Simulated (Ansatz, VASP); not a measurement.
W: VASP beside Ansatz

```
CELL_PARAMETERS angstrom
-1.58234 1.58234 1.58234
1.58234 -1.58234 1.58234
1.58234 1.58234 -1.58234
ATOMIC_POSITIONS crystal
W 0.00000 0.00000 0.00000
```

Alike in both runs: task relaxation of cell and atoms; functional LDA; k mesh 20 × 20 × 20; occupations methfessel-paxton of order 1, width 0.1 eV; no spin polarisation.

```csv
,VASP,Ansatz
version,VASP 6.6.1,Ansatz 0.2.0
potentials or method,"VASP PAW LDA potentials, release 64 (W_sv)","scalar-relativistic, plane waves, PAW"
plane-wave cutoff (eV),600,420
valence electrons in the cell,14,14
```

Ansatz gave:

| Quantity | Value |
| --- | --- |
| gap on the k mesh at the Fermi level, each at its own relaxed structure (eV) | none |
| relaxed volume (Å³/atom) | 15.41 |
| relaxed cell length with the largest relative difference (Å) | 2.715 |

Question: Estimate VASP's values.

Answer: gap on the k mesh at the Fermi level, each at its own relaxed structure (eV): none; relaxed volume (Å³/atom): 15.50; relaxed cell length with the largest relative difference (Å): 2.721.

LDA's correlation is that of Perdew and Zunger in VASP and of Perdew and Wang (1992) in Ansatz. A gap of «none» marks a metal or a gap that the smearing closes.

Neither program's run includes spin-orbit coupling.
